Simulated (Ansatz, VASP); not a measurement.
## Two plane-wave programs on AlN

The input INCAR:

```
PREC     = Accurate       # precision mode
ENCUT    = 600            # plane-wave cutoff, eV
EDIFF    = 1E-6           # SCF threshold, eV
ISMEAR   = 0              # smearing method
SIGMA    = 0.05           # smearing width, eV
LREAL    = False          # projectors in reciprocal space
LASPH    = True           # aspherical terms in the spheres
NELM     = 120            # most SCF steps
ALGO     = Normal         # electronic algorithm
ISIF     = 2              # what is computed and relaxed
LWAVE    = False          # write WAVECAR
LCHARG   = True           # write CHGCAR
GGA      = PS             # functional
LELF     = True           # ELF
LVHAR    = True         
NBANDS   = 11             # bands
GGA_COMPAT= False
```

File KPOINTS:

```
Automatic mesh
0
Gamma
  8 8 8
```

File POSCAR:

```
AlN
1.0
    0.0000000000      2.0188684454      2.0188684454
    2.0188684454      0.0000000000      2.0188684454
    2.0188684454      2.0188684454      0.0000000000
Al N
1 1
Direct
    0.0000000000      0.0000000000      0.0000000000
    0.5000000000      0.5000000000      0.5000000000
```

Input for Ansatz:

```yaml
crystal:
  lattice:
    - [0.0, 2.0188684454, 2.0188684454]
    - [2.0188684454, 0.0, 2.0188684454]
    - [2.0188684454, 2.0188684454, 0.0]
  atoms:
    - { symbol: Al, position: [0.0, 0.0, 0.0] }
    - { symbol: "N", position: [0.5, 0.5, 0.5] }
kpoints:
  mp_grid: { grid: [8, 8, 8] }
hamiltonian:
  xc: pbesol
scf:
  occupations: { method: gaussian, width: 0.05 }
  n_extra_bands: 4
output:
  forces: true
  stress: true
  eigenvalues: true
```

Alike in both runs: task single point; functional PBEsol; k mesh 8 × 8 × 8; occupations gaussian, width 0.05 eV; no spin polarisation.

```csv
,VASP,Ansatz
version,VASP 6.6.1,Ansatz 0.2.0
potentials or method,"VASP PAW PBE potentials, release 64 (Al, N)",plane waves
plane-wave cutoff (eV),600,420
valence electrons in the cell,8,8
```

VASP gave:

```
gap on the k mesh at the Fermi level (eV) : 4.59
pressure (GPa)                            : 1.2
```

Which values does Ansatz return?

gap on the k mesh at the Fermi level (eV): 4.60; pressure (GPa): 1.5.

VASP's potentials were made for PBE, not for PBEsol. The functional is the same, so the differences come from potentials, cutoffs and numerics.
